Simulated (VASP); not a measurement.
Runs of VASP 6.6.1 on YSe2. The structure is that of space group Fm-3m (No. 225), or close to it. The cells are those of the table. 

| level | potentials or basis | cell | smearing | gap on the mesh (eV) | pressure (GPa) |
| --- | --- | --- | --- | --- | --- |
| PBE | VASP PAW PBE potentials, release 64 (Y_sv, Se) | a = 4.849 Å, angles 60.0°, 3 atoms | gaussian 0.05 eV | none | (b) |
| PBE | VASP PAW PBE potentials, release 64 (Y_sv, Se) | a = 4.784 Å, angles 60.0°, 3 atoms | gaussian 0.05 eV | none | 2.7 |
| PBE | VASP PAW PBE potentials, release 64 (Y_sv, Se) | a = 4.817 Å, angles 60.0°, 3 atoms | gaussian 0.05 eV | none | 1.3 |
| PBE | VASP PAW PBE potentials, release 64 (Y_sv, Se) | a = 4.850 Å, angles 60.0°, 3 atoms | tetrahedron | none | 0.0 |
| PBE | VASP PAW PBE potentials, release 64 (Y_sv, Se) | a = 4.855 Å, angles 60.0°, 3 atoms | gaussian 0.05 eV | none | -0.2 |
| PBEsol | VASP PAW PBE potentials, release 64 (Y_sv, Se) | a = 4.850 Å, angles 60.0°, 3 atoms | gaussian 0.05 eV | none | (a) |
| PBE | VASP PAW PBE potentials, release 64 (Y_sv, Se) | a = 4.850 Å, angles 60.0°, 3 atoms | gaussian 0.05 eV | none | 0.0 |
| LDA | VASP PAW LDA potentials, release 64 (Y_sv, Se) | a = 4.850 Å, angles 60.0°, 3 atoms | gaussian 0.05 eV | none | -4.4 |
| PBE | VASP PAW PBE potentials, release 64 (Y_sv, Se) | a = 4.759 Å, angles 60.0°, 3 atoms | gaussian 0.05 eV | none | 3.9 |
| PBE+D3(BJ) | VASP PAW PBE potentials, release 64 (Y_sv, Se) | a = 4.850 Å, angles 60.0°, 3 atoms | gaussian 0.05 eV | none | -2.2 |
| LDA | VASP PAW LDA potentials, release 64 (Y_sv, Se) | a = 4.850 Å, angles 60.0°, 3 atoms | methfessel-paxton 0.1 eV | none | -4.4 |

Alike in all rows: task single point; no spin polarisation; k mesh 8 × 8 × 8; cutoff (eV) 520.

Estimate the missing entries.

(a) -2.7; (b) 0.1.

Caveats: the cell stands under tension (at least some runs); tetrahedron occupations give inexact forces and stress in metals (at least some runs); the PAW data sets were made with another functional, which shifts forces and pressure a little (at least some runs); the cell stands under pressure (at least some runs).

A k mesh can miss the band edges, and the runs leave out spin-orbit coupling on Se, Y.

A gap of «none» marks levels without a gap at the run's occupations.
